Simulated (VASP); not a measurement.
# TiSi (F-43m) in VASP: single point with PBE0

Aim: the single point of TiSi with PBE0.

Everything below comes from runs of VASP 6.6.1. Logs are shortened: lines on timing, memory, paths and dates and some standing lists are left out, and cuts for length are marked.

## 1. The cell of the first run

It takes space group F-43m (No. 216, cubic). The conventional cell has a = 5.784 Å, b = 5.784 Å, c = 5.784 Å, α = 90.00°, β = 90.00°, γ = 90.00°. Within 3.3 Å of Ti (site symmetry -43m) lie 4 Si at 2.50 Å. Within 3.3 Å of Si (site symmetry -43m) lie 4 Ti at 2.50 Å.

## 2. Single point, PBE0 (24.18 Å³/atom)

Contents of POSCAR:

```
TiSi
1.0
    0.0000000000      2.8918000000      2.8918000000
    2.8918000000      0.0000000000      2.8918000000
    2.8918000000      2.8918000000      0.0000000000
Ti Si
1 1
Direct
    0.0000000000      0.0000000000      0.0000000000
    0.2500000000      0.2500000000      0.2500000000
```

Contents of INCAR.step1:

```
SYSTEM = TiSi
PREC = Accurate
ENCUT = 520
EDIFF = 1E-5
ISMEAR = 0
SIGMA = 0.02
LREAL = .False.
LASPH = .True.
NELM = 60
ALGO = Normal
ISIF = 2
LWAVE = .True.
LCHARG = .False.
GGA = PE
NBANDS = 15
```

Contents of INCAR.step2:

```
SYSTEM = TiSi
PREC = Accurate
ENCUT = 520
EDIFF = 1E-7
ISMEAR = 0
SIGMA = 0.02
LREAL = .False.
LASPH = .True.
NELM = 60
ALGO = Normal
ISIF = 2
LWAVE = .False.
LCHARG = .False.
GGA = PE
LHFCALC = .True.
AEXX = 0.25
PRECFOCK = Normal
ISTART = 1
NBANDS = 15
```

Contents of KPOINTS:

```
Automatic mesh
0
Gamma
  6 6 6
  0 0 0
```

Potentials or basis: VASP PAW PBE potentials, release 64 (Ti_sv, Si).

Started as:

```sh
$ cat potpaw_PBE.64/Ti_sv/POTCAR potpaw_PBE.64/Si/POTCAR > POTCAR
$ cp INCAR.step1 INCAR
$ mpirun -np 1 vasp_std > vasp.out
$ cp INCAR.step2 INCAR
$ mpirun -np 1 vasp_std > vasp.out
```

OUTCAR:

```text
SYSTEM = TiSi
   PREC = Accurate
   ENCUT = 520
   EDIFF = 1E-7
   ISMEAR = 0
   LREAL = .False.
   LASPH = .True.
   NELM = 60
   ISIF = 2
   GGA = PE
   LHFCALC = .True.
   AEXX = 0.25
   PRECFOCK = Normal
   ISTART = 1

 ion  position               nearest neighbor table
   1  0.000  0.000  0.000-   2 2.50   2 2.50   2 2.50   2 2.50
   2  0.250  0.250  0.250-   1 2.50   1 2.50   1 2.50   1 2.50

  LATTYP: Found a face centered cubic cell.
 ALAT       =     5.7836000000

  Lattice vectors:

 A1 = (   0.0000000000,   2.8918000000,   2.8918000000)
 A2 = (   2.8918000000,   0.0000000000,   2.8918000000)
 A3 = (   2.8918000000,   2.8918000000,   0.0000000000)

Analysis of symmetry for initial positions (statically):
=====================================================================
 Subroutine PRICEL returns:
 Original cell was already a primitive cell.

 Routine SETGRP: Setting up the symmetry group for a
 face centered cubic supercell.

 Subroutine GETGRP returns: Found 24 space group operations
 (whereof 24 operations were pure point group operations)
 out of a pool of 48 trial point group operations.

The static configuration has the point symmetry T_d .

Analysis of symmetry for dynamics (positions and initial velocities):
=====================================================================
 Subroutine PRICEL returns:
 Original cell was already a primitive cell.

 Routine SETGRP: Setting up the symmetry group for a
 face centered cubic supercell.

 Subroutine GETGRP returns: Found 24 space group operations
 (whereof 24 operations were pure point group operations)
 out of a pool of 48 trial point group operations.

The dynamic configuration has the point symmetry T_d .

 Subroutine INISYM returns: Found 24 space group operations
 (whereof 24 operations are pure point group operations),
 and found     1 'primitive' translations

----------------------------------------------------------------------------------------

                                     Primitive cell

  volume of cell :      48.3654

  direct lattice vectors                    reciprocal lattice vectors
     0.000000000  2.891800000  2.891800000    -0.172902690  0.172902690  0.172902690
     2.891800000  0.000000000  2.891800000     0.172902690 -0.172902690  0.172902690
     2.891800000  2.891800000  0.000000000     0.172902690  0.172902690 -0.172902690

  length of vectors
[... 90 lines left out ...]
   IALGO  =     38    algorithm
   IMIX   =      1    mixing-type and parameters
     AMIX     =   0.40;   BMIX     =  1.00
     AMIX_MAG =   1.60;   BMIX_MAG =  1.00
  volume/ion in A,a.u.               =      24.18       163.19
  Fermi-wavevector in a.u.,A,eV,Ry     =   1.132235  2.139614 17.442071  1.281956
  Thomas-Fermi vector in A             =   2.268936
   LORBIT       =      0    0 simple, 1 ext, 2 COOP (PROOUT), +10 PAW based schemes
   GGA     = PE    functional components
   LHFCALC =     T    Hartree Fock is set to
   PRECFOCK=normal    Normal, Fast or Accurate (Low or Medium for compatibility)
   ENCUT4O =  -1.0   cutoff for four orbital integrals eV
   NKREDX  =     1    reduce k-point grid by
   NKREDY  =     1    reduce k-point grid by
   NKREDZ  =     1    reduce k-point grid by
   AEXX    =    0.2500 exact exchange contribution
   HFSCREEN=    0.0000 screening length (either q_TF or 0.3 A-1)
   HFSCREENC=   0.0000 screening length for correlation (either q_TF or 0.3 A-1)
   ENCUTFOCK=  -1.0 apply spherical cutoff to Coloumb kernel
   IVDW    =     0    specifies the selected vdW correction
   LEPSILON=     F    determine dielectric tensor
   LRPA    =     F    only Hartree local field effects (RPA)
 non-spin polarized calculation
 Gauss-broadening in eV      SIGMA  =   0.02
  energy-cutoff  :      520.00
  volume of cell :       48.37
 maximum number of plane-waves:      1315
  NGX = 24; NGY = 24; NGZ = 24

 number of electron      15.9999994 magnetization

 Free energy of the ion-electron system (eV)
  ---------------------------------------------------
  ext. energy  EPLUGINS =         0.00000000
  ---------------------------------------------------
  free energy    TOTEN  =       -16.02992666 eV

  energy without entropy =      -16.02992666  energy(sigma->0) =      -16.02992666

 E-fermi :   3.5234     XC(G=0):  -7.3082

 val. band max:        3.2491232467   @ k =   0.5000   0.5000   0.0000
 cond. band min:       4.5015554656   @ k =  -0.3333   0.5000   0.1667
 fundamental gap:      1.2524322189
 Fermi energy:         3.5234141727

 k-point     1 :       0.0000    0.0000    0.0000
  band No.  band energies     occupation
      1     -58.3878      2.00000
      2     -32.9688      2.00000
      3     -32.9688      2.00000
      4     -32.9688      2.00000
      5      -5.6598      2.00000
      6       2.1043      2.00000
      7       2.1043      2.00000
      8       2.1043      2.00000
      9       6.2148      0.00000
     10       6.2148      0.00000
     11      10.4475      0.00000
     12      11.3191      0.00000
     13      11.3191      0.00000
     14      11.3191      0.00000
[... 257 lines left out ...]
      2     -32.9979      2.00000
      3     -32.9902      2.00000
      4     -32.9866      2.00000
      5      -3.3897      2.00000
      6       0.9397      2.00000
      7       2.4273      2.00000
      8       3.1350      2.00000
      9       4.5016      0.00000
     10       5.6797      0.00000
     11       6.7992      0.00000
     12       6.9537      0.00000
     13       8.0930      0.00000
     14      12.2562      0.00000
     15      13.1230      0.00000

------------------------ aborting loop because EDIFF is reached ----------------------------------------

  FORCE on cell =-STRESS in cart. coord.  units (eV):
  Direction    XX          YY          ZZ          XY          YZ          ZX
  --------------------------------------------------------------------------------------
  -------------------------------------------------------------------------------------
  Total       -0.1001862     -0.1001862     -0.1001862      0.0000000     -0.0000000      0.0000000
  in kB       -3.3188207     -3.3188207     -3.3188207      0.0000000     -0.0000000      0.0000000
  external PRESSURE =      -3.3188207 kB  Pullay stress =       0.0000000 kB

 VOLUME and BASIS-vectors are now :
 -----------------------------------------------------------------------------
  energy-cutoff  :      520.00
  volume of cell :       48.37
      direct lattice vectors                 reciprocal lattice vectors
     0.000000000  2.891800000  2.891800000    -0.172902690  0.172902690  0.172902690
     2.891800000  0.000000000  2.891800000     0.172902690 -0.172902690  0.172902690
     2.891800000  2.891800000  0.000000000     0.172902690  0.172902690 -0.172902690

 POSITION                                       TOTAL-FORCE (eV/Angst)
 -----------------------------------------------------------------------------------
      0.00000      0.00000      0.00000         0.000000      0.000000      0.000000
      1.44590      1.44590      1.44590        -0.000000     -0.000000     -0.000000
 -----------------------------------------------------------------------------------
    total drift:                                0.000003      0.000001     -0.000001

  FREE ENERGIE OF THE ION-ELECTRON SYSTEM (eV)
  ---------------------------------------------------
  free  energy   TOTEN  =       -16.0299266598 eV

  energy  without entropy=      -16.0299266598  energy(sigma->0) =      -16.02992666
```

Run time: 20 min. Hardware: 1 thread of Intel Xeon 6975P-C (Granite Rapids), shared host; peak memory 0.19 GiB.

What came out:

```
Free energy            : -16.0299 eV
Pressure               : -0.3 GPa
Band gap on the k mesh : 1.25 eV (least direct gap 1.29 eV)
```

Caveat: the PAW data sets were made with another functional, which shifts forces and pressure a little.
